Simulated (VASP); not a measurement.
# Sr2NbN2O2 (I4/mmm) in VASP: further runs

Runs on Sr2NbN2O2. Level: PBE. Tasks: single point.

Program: VASP 6.6.1. These are calculated values, not measurements. Logs are shortened: lines on timing, memory, paths and dates and some standing lists are left out, and cuts for length are marked.

## Step 1: The cell of the first run

Symmetry: I4/mmm, No. 139, tetragonal system. Conventional cell: a = 3.980 Å, b = 3.980 Å, c = 12.742 Å, α = 90.00°, β = 90.00°, γ = 90.00°. Within 2.6 Å of Nb (site symmetry 4/mmm) lie 4 N at 1.99 Å and 2 O at 2.07 Å. Sr (site symmetry 4mm) has 5 O at 2.41 to 2.82 Å and 4 N at 2.74 Å within 3.2 Å. O (site symmetry 4mm) has 1 Nb at 2.07 Å and 1 Sr at 2.41 Å within 2.7 Å. Within 2.6 Å of N (site symmetry mmm) lie 2 Nb at 1.99 Å.

## Step 2: Single point, PBE

Input file INCAR:

```
SYSTEM = Sr2NbN2O2
ALGO = Normal ; EDIFF = 1E-6
ENCUT = 520 ; GGA = PE
ISIF = 2 ; ISMEAR = -1
LASPH = .TRUE. ; LCHARG = .FALSE.
LREAL = .FALSE. ; LWAVE = .FALSE.
NBANDS = 36 ; NELM = 60
PREC = Accurate ; SIGMA = 0.05
```

Input file KPOINTS:

```
k-points
0
G
  9 9 9
  0 0 0
```

Input file POSCAR:

```
Sr2NbN2O2
1.0
   -1.9900566083      1.9900566083      6.3707539314
    1.9900566083     -1.9900566083      6.3707539314
    1.9900566083      1.9900566083     -6.3707539314
Nb Sr O N
1 2 2 2
Direct
    0.0000000000      0.0000000000      0.0000000000
    0.6483240000      0.6483240000      0.0000000000
    0.3516760000      0.3516760000      0.0000000000
    0.8376350000      0.8376350000      0.0000000000
    0.1623650000      0.1623650000      0.0000000000
    0.0000000000      0.5000000000      0.5000000000
    0.5000000000      0.0000000000      0.5000000000
```

Potentials or basis: VASP PAW PBE potentials, release 64 (Nb_sv, Sr_sv, O, N).

Launch:

```
$ cat potpaw_PBE.64/Nb_sv/POTCAR potpaw_PBE.64/Sr_sv/POTCAR potpaw_PBE.64/O/POTCAR potpaw_PBE.64/N/POTCAR > POTCAR
$ mpirun -np 1 vasp_std > vasp.out
```

OUTCAR:

```text
SYSTEM = Sr2NbN2O2
   EDIFF = 1E-6
   ENCUT = 520
   GGA = PE
   ISIF = 2
   ISMEAR = -1
   LASPH = .TRUE.
   LREAL = .FALSE.
   NELM = 60
   PREC = Accurate

 ion  position               nearest neighbor table
   1  0.000  0.000  0.000-   6 1.99   7 1.99   6 1.99   7 1.99   4 2.07   5 2.07   3 3.39   2 3.39
                             2 3.39   3 3.39   2 3.39   3 3.39   2 3.39   3 3.39
   2  0.648  0.648  0.000-   4 2.41   6 2.74   7 2.74   7 2.74   6 2.74   5 2.82   5 2.82   5 2.82
                             5 2.82   1 3.39   1 3.39   1 3.39   1 3.39   3 3.78   3 3.83   3 3.83
   3  0.352  0.352  0.000-   5 2.41   7 2.74   6 2.74   6 2.74   7 2.74   4 2.82   4 2.82   4 2.82
                             4 2.82   1 3.39   1 3.39   1 3.39   1 3.39   2 3.78   2 3.83   2 3.83
   4  0.838  0.838  0.000-   1 2.07   2 2.41   3 2.82   3 2.82   3 2.82   3 2.82
   5  0.162  0.162  0.000-   1 2.07   3 2.41   2 2.82   2 2.82   2 2.82   2 2.82
   6  0.000  0.500  0.500-   1 1.99   1 1.99   3 2.74   2 2.74   2 2.74   3 2.74
   7  0.500  0.000  0.500-   1 1.99   1 1.99   3 2.74   2 2.74   3 2.74   2 2.74

  LATTYP: Found a body centered tetragonal cell.
 ALAT       =     3.9801132166
 C/A-ratio  =     3.2012928199

  Lattice vectors:

 A1 = (  -1.9900566083,   1.9900566083,   6.3707539314)
 A2 = (   1.9900566083,  -1.9900566083,   6.3707539314)
 A3 = (   1.9900566083,   1.9900566083,  -6.3707539314)

Analysis of symmetry for initial positions (statically):
=====================================================================
 Subroutine PRICEL returns:
 Original cell was already a primitive cell.

 Routine SETGRP: Setting up the symmetry group for a
 body centered tetragonal supercell.

 Subroutine GETGRP returns: Found 16 space group operations
 (whereof 16 operations were pure point group operations)
 out of a pool of 16 trial point group operations.

The static configuration has the point symmetry D_4h.

Analysis of symmetry for dynamics (positions and initial velocities):
=====================================================================
 Subroutine PRICEL returns:
 Original cell was already a primitive cell.

 Routine SETGRP: Setting up the symmetry group for a
 body centered tetragonal supercell.

 Subroutine GETGRP returns: Found 16 space group operations
 (whereof 16 operations were pure point group operations)
 out of a pool of 16 trial point group operations.

The dynamic configuration has the point symmetry D_4h.

 Subroutine INISYM returns: Found 16 space group operations
 (whereof 16 operations are pure point group operations),
 and found     1 'primitive' translations

----------------------------------------------------------------------------------------

                                     Primitive cell

  volume of cell :     100.9210

  direct lattice vectors                    reciprocal lattice vectors
    -1.990056608  1.990056608  6.370753931     0.000000000  0.251249134  0.078483647
     1.990056608 -1.990056608  6.370753931     0.251249134  0.000000000  0.078483647
     1.990056608  1.990056608 -6.370753931     0.251249134  0.251249134  0.000000000

  length of vectors
     6.964707909  6.964707909  6.964707909     0.263221979  0.263221979  0.355319933

  position of ions in fractional coordinates (direct lattice)
     0.000000000  0.000000000  0.000000000
     0.648324000  0.648324000  0.000000000
     0.351676000  0.351676000  0.000000000
     0.837635000  0.837635000  0.000000000
     0.162365000  0.162365000  0.000000000
     0.000000000  0.500000000  0.500000000
     0.500000000  0.000000000  0.500000000

  ion indices of the primitive-cell ions
   primitive index   ion index
                 1           1
                 2           2
                 3           3
                 4           4
                 5           5
                 6           6
                 7           7

----------------------------------------------------------------------------------------

 KPOINTS: k-points

Automatic generation of k-mesh.
 Grid dimensions read from file:
 generate k-points for:    9    9    9

 Generating k-lattice:

  Cartesian coordinates                     Fractional coordinates (reciprocal lattice)
     0.000000000  0.027916570  0.008720405     0.111111111  0.000000000 -0.000000000
     0.027916570  0.000000000  0.008720405     0.000000000  0.111111111 -0.000000000
     0.027916570  0.027916570  0.000000000     0.000000000  0.000000000  0.111111111

  Length of vectors
     0.029246887  0.029246887  0.039479993

  Shift w.r.t. Gamma in fractional coordinates (k-lattice)
     0.000000000  0.000000000  0.000000000

 Subroutine IBZKPT returns following result:
 ===========================================

 Found     75 irreducible k-points:

 Following reciprocal coordinates:
            Coordinates               Weight
  0.000000  0.000000  0.000000      1.000000
  0.111111  0.000000 -0.000000      8.000000
  0.222222  0.000000 -0.000000      8.000000
  0.333333  0.000000 -0.000000      8.000000
  0.444444  0.000000 -0.000000      8.000000
  0.111111  0.111111 -0.000000      8.000000
[... 16 lines left out ...]
 -0.333333  0.333333  0.000000      4.000000
  0.444444  0.444444 -0.000000      8.000000
 [... further k-points ...]
   k-points           NKPTS =     75   k-points in BZ     NKDIM =     75   number of bands    NBANDS=     36
   number of dos      NEDOS =    301   number of ions     NIONS =      7
   total plane-waves  NPLWV = 157464
   dimension x,y,z NGX =    54 NGY =   54 NGZ =   54
   dimension x,y,z NGXF=   108 NGYF=  108 NGZF=  108
   ions per type =               1   2   2   2
   NGX,Y,Z   is equivalent  to a cutoff of  12.89, 12.89, 12.89 a.u.
   NGXF,Y,Z  is equivalent  to a cutoff of  25.78, 25.78, 25.78 a.u.
 SYSTEM =  Sr2NbN2O2
   PREC   = accura    normal or accurate (medium, high low for compatibility)
   ISTART =      0    job   : 0-new  1-cont  2-samecut
   ICHARG =      2    charge: 1-file 2-atom 10-const
   ISPIN  =      1    spin polarized calculation?
   LNONCOLLINEAR =      F non collinear calculations
   LSORBIT =      F    spin-orbit coupling
   LASPH  =      T    aspherical Exc in radial PAW
   ENCUT  =  520.0 eV  38.22 Ry    6.18 a.u.  12.95 12.95 12.95*2*pi/ulx,y,z
   NELM   =     60;   NELMIN=  2; NELMDL= -5     # of ELM steps
   EDIFF  = 0.1E-05   stopping-criterion for ELM
   LREAL  =      F    real-space projection
   EDIFFG = 0.1E-04   stopping-criterion for IOM
   NSW    =      0    number of steps for IOM
   IBRION =     -1    ionic relax: 0-MD 1-quasi-New 2-CG
   NFREE  =      0    steps in history (QN), initial steepest desc. (CG)
   ISIF   =      2    stress and relaxation
   ISYM   =      2    0-nonsym 1-usesym 2-fastsym
   POTIM  = 0.5000    time-step for ionic-motion
   TEBEG  =    0.0;   TEEND  =   0.0 temperature during run
   PSTRESS=    0.0 pullay stress
   NELECT =      55.0000    total number of electrons
   NUPDOWN=      -1.0000    fix difference up-down
   EMIN   =  10.00;   EMAX   =-10.00  energy-range for DOS
   EFERMI =   0.00;   METHOD = LEGACY
   ISMEAR =    -1;   SIGMA  =   0.05  broadening in eV -4-tet -1-fermi 0-gaus
   EFERMI_NEDOS =   21; number of points for ismear=-14 and -15
   IALGO  =     38    algorithm
   IMIX   =      4    mixing-type and parameters
     AMIX     =   0.40;   BMIX     =  1.00
     AMIX_MAG =   1.60;   BMIX_MAG =  1.00
  volume/ion in A,a.u.               =      14.42        97.29
  Fermi-wavevector in a.u.,A,eV,Ry     =   1.337217  2.526973 24.329242  1.788149
  Thomas-Fermi vector in A             =   2.465783
   LORBIT       =      0    0 simple, 1 ext, 2 COOP (PROOUT), +10 PAW based schemes
   GGA     = PE    functional components
   LHFCALC =     F    Hartree Fock is set to
   AEXX    =    0.0000 exact exchange contribution
   IVDW    =     0    specifies the selected vdW correction
   LEPSILON=     F    determine dielectric tensor
   LRPA    =     F    only Hartree local field effects (RPA)
 non-spin polarized calculation
  energy-cutoff  :      520.00
  volume of cell :      100.92
 maximum number of plane-waves:      2756
 NGX is ok and might be reduce to    54
   NGX = 25   NGY = 25   NGZ = 25

 number of electron      55.0000005 magnetization

 Free energy of the ion-electron system (eV)
  ---------------------------------------------------
  ext. energy  EPLUGINS =         0.00000000
  ---------------------------------------------------
  free energy    TOTEN  =       -52.29200511 eV

  energy without entropy =      -52.26914114  energy(sigma->0) =      -52.28057313

 E-fermi :   4.0036     XC(G=0): -10.6691

 val. band max:        3.9591736004   @ k =   0.3333   0.1111   0.1111
 cond. band min:       4.0046699468   @ k =  -0.1111   0.1111   0.0000
 fundamental gap:      0.0454963465
 Fermi energy:         4.0036110124

 k-point     1 :       0.0000    0.0000    0.0000
  band No.  band energies     occupation
      1     -50.3815      2.00000
      2     -29.0803      2.00000
      3     -29.0187      2.00000
      4     -26.6029      2.00000
      5     -26.6029      2.00000
      6     -26.5029      2.00000
[... 28 lines left out ...]
     35       9.8249      0.00000
     36      10.7842      0.00000

 k-point     2 :       0.1111    0.0000   -0.0000
  band No.  band energies     occupation
      1     -50.3812      2.00000
      2     -29.0772      2.00000
      3     -29.0182      2.00000
      4     -26.6136      2.00000
      5     -26.6022      2.00000
      6     -26.5029      2.00000
[... 28 lines left out ...]
     35      10.0143      0.00000
     36      11.1501      0.00000

 k-point     3 :       0.2222    0.0000   -0.0000
  band No.  band energies     occupation
      1     -50.3806      2.00000
      2     -29.0687      2.00000
      3     -29.0178      2.00000
      4     -26.6404      2.00000
      5     -26.6003      2.00000
      6     -26.5028      2.00000
[... 28 lines left out ...]
     35      10.6199      0.00000
     36      11.2867      0.00000

 k-point     4 :       0.3333    0.0000   -0.0000
  band No.  band energies     occupation
      1     -50.3798      2.00000
      2     -29.0570      2.00000
      3     -29.0195      2.00000
      4     -26.6705      2.00000
      5     -26.5980      2.00000
      6     -26.5027      2.00000
[... 28 lines left out ...]
     35      11.2646      0.00000
     36      11.5540      0.00000

 k-point     5 :       0.4444    0.0000   -0.0000
  band No.  band energies     occupation
      1     -50.3793      2.00000
      2     -29.0465      2.00000
      3     -29.0235      2.00000
      4     -26.6900      2.00000
      5     -26.5966      2.00000
      6     -26.5027      2.00000
[... 655 lines left out ...]
 k-point    22 :      -0.4444    0.3333    0.0000
  band No.  band energies     occupation
      1     -50.3777      2.00000
      2     -29.0320      2.00000
      3     -29.0121      2.00000
      4     -26.6908      2.00000
      5     -26.6699      2.00000
      6     -26.4976      2.00000
[... 28 lines left out ...]
     35      11.0513      0.00000
     36      12.0277      0.00000

 k-point    23 :      -0.3333    0.3333    0.0000
  band No.  band energies     occupation
      1     -50.3782      2.00000
      2     -29.0401      2.00000
      3     -29.0112      2.00000
      4     -26.6713      2.00000
      5     -26.6687      2.00000
      6     -26.4989      2.00000
[... 28 lines left out ...]
     35      11.3293      0.00000
     36      11.8885      0.00000

 k-point    24 :       0.4444    0.4444   -0.0000
  band No.  band energies     occupation
      1     -50.3772      2.00000
      2     -29.0249      2.00000
      3     -29.0117      2.00000
      4     -26.6912      2.00000
      5     -26.6908      2.00000
      6     -26.4959      2.00000
[... 28 lines left out ...]
     35      10.7515      0.00000
     36      12.1798      0.00000

 [... further k-points ...]
[... 5 lines left out ...]
  --------------------------------------------------------------------------------------
  -------------------------------------------------------------------------------------
  Total        4.6091583      4.6091583      4.5908062      0.0000000     -0.0000000     -0.0000000
  in kB       73.1729439     73.1729439     72.8815935      0.0000000     -0.0000000     -0.0000000
  external PRESSURE =      73.0758271 kB  Pullay stress =       0.0000000 kB

 VOLUME and BASIS-vectors are now :
 -----------------------------------------------------------------------------
  energy-cutoff  :      520.00
  volume of cell :      100.92
      direct lattice vectors                 reciprocal lattice vectors
    -1.990056608  1.990056608  6.370753931     0.000000000  0.251249134  0.078483647
     1.990056608 -1.990056608  6.370753931     0.251249134  0.000000000  0.078483647
     1.990056608  1.990056608 -6.370753931     0.251249134  0.251249134  0.000000000

 POSITION                                       TOTAL-FORCE (eV/Angst)
 -----------------------------------------------------------------------------------
      0.00000      0.00000      0.00000        -0.000000     -0.000000     -0.000000
      0.00000      0.00000      8.26063        -0.000000     -0.000000      0.068427
      0.00000      0.00000      4.48088         0.000000      0.000000     -0.068427
      0.00000      0.00000     10.67273         0.000000      0.000000     -0.046476
      0.00000      0.00000      2.06877         0.000000      0.000000      0.046476
      1.99006      0.00000      0.00000        -0.000000     -0.000000     -0.000000
      0.00000      1.99006      0.00000        -0.000000     -0.000000     -0.000000
 -----------------------------------------------------------------------------------
    total drift:                               -0.000000      0.000000      0.000000

  FREE ENERGIE OF THE ION-ELECTRON SYSTEM (eV)
  ---------------------------------------------------
  free  energy   TOTEN  =       -52.2920051143 eV

  energy  without entropy=      -52.2691411438  energy(sigma->0) =      -52.28057313
```

Wall time 7.9 min (1 thread of Intel Xeon 6975P-C (Granite Rapids), shared host); peak memory 0.59 GiB.

What came out:

```
Free energy            : -52.2920 eV
Pressure               : 7.3 GPa
Largest force          : 0.068 eV/Å
Band gap on the k mesh : zero (an odd number of electrons rules out a gap without spin polarisation)
```

Forces in eV/Å, atoms in the order of the input:
```
Nb   0.000  0.000  0.000
Sr   0.000  0.000  0.068
Sr   0.000  0.000 -0.068
O    0.000  0.000 -0.046
O    0.000  0.000  0.046
N    0.000  0.000  0.000
N    0.000  0.000  0.000
```

Caveat: the cell stands under pressure; an odd number of electrons without spin polarisation forces a metal; a magnetic or distorted state may lie lower.

## Step 3: Single point, PBE

This run uses another cell than the first one, of 14.72 Å³/atom.

Input file INCAR:

```
ALGO = Normal
EDIFF = 1E-7
ENCUT = 520
GGA = PE
ISIF = 2
ISMEAR = -1
LASPH = T
LCHARG = T
LELF = T
LREAL = F
LVHAR = T
LWAVE = F
NBANDS = 36
NELM = 100
PREC = Accurate
SIGMA = 0.05
```

Input file KPOINTS:

```
k-points
0
Gamma
  9 9 9
```

POSCAR: that of step 2 with these lines changed.

```diff
@@ -2,5 +2,5 @@
 1.0
-   -1.9900566083      1.9900566083      6.3707539314
-    1.9900566083     -1.9900566083      6.3707539314
-    1.9900566083      1.9900566083     -6.3707539314
+   -2.0040715532      2.0040715532      6.4156198739
+    2.0040715532     -2.0040715532      6.4156198739
+    2.0040715532      2.0040715532     -6.4156198739
 Nb Sr O N
```

Potentials or basis: VASP PAW PBE potentials, release 64 (Nb_sv, Sr_sv, O, N).

Launch:

```
$ cat potpaw_PBE.64/Nb_sv/POTCAR potpaw_PBE.64/Sr_sv/POTCAR potpaw_PBE.64/O/POTCAR potpaw_PBE.64/N/POTCAR > POTCAR
$ mpirun -np 1 vasp_std > vasp.out
```

Wall time 8.4 min (1 thread of Intel Xeon 6975P-C (Granite Rapids), shared host); peak memory 0.59 GiB.

It converged, with:

- Free energy: -52.3694 eV
- Pressure: 4.0 GPa
- Largest force: 0.087 eV/Å
- Band gap on the k mesh: zero (an odd number of electrons rules out a gap without spin polarisation)

Forces in eV/Å, atoms in the order of the input:
```
Nb   0.000  0.000  0.000
Sr   0.000  0.000  0.063
Sr   0.000  0.000 -0.063
O    0.000  0.000  0.087
O    0.000  0.000 -0.087
N    0.000  0.000  0.000
N    0.000  0.000  0.000
```

Stress tensor (GPa, compression positive):
```
4.10 0.00 0.00
0.00 4.10 0.00
0.00 0.00 3.89
```

Levels at points of the mesh, in eV from the Fermi level:
| k point | band 24 | band 25 | band 26 | band 27 | band 28 | band 29 | band 30 | band 31 |
| --- | --- | --- | --- | --- | --- | --- | --- | --- |
| (0.00, 0.00, 0.00) | -0.98 | -0.98 | -0.49 | 0.57 | 0.57 | 1.13 | 2.21 | 2.21 |

Caveat: the cell stands under pressure; an odd number of electrons without spin polarisation forces a metal; a magnetic or distorted state may lie lower.

[end of part 1 of 2]

The gap in the log of VASP goes by the Fermi energy; the results here count the filled bands.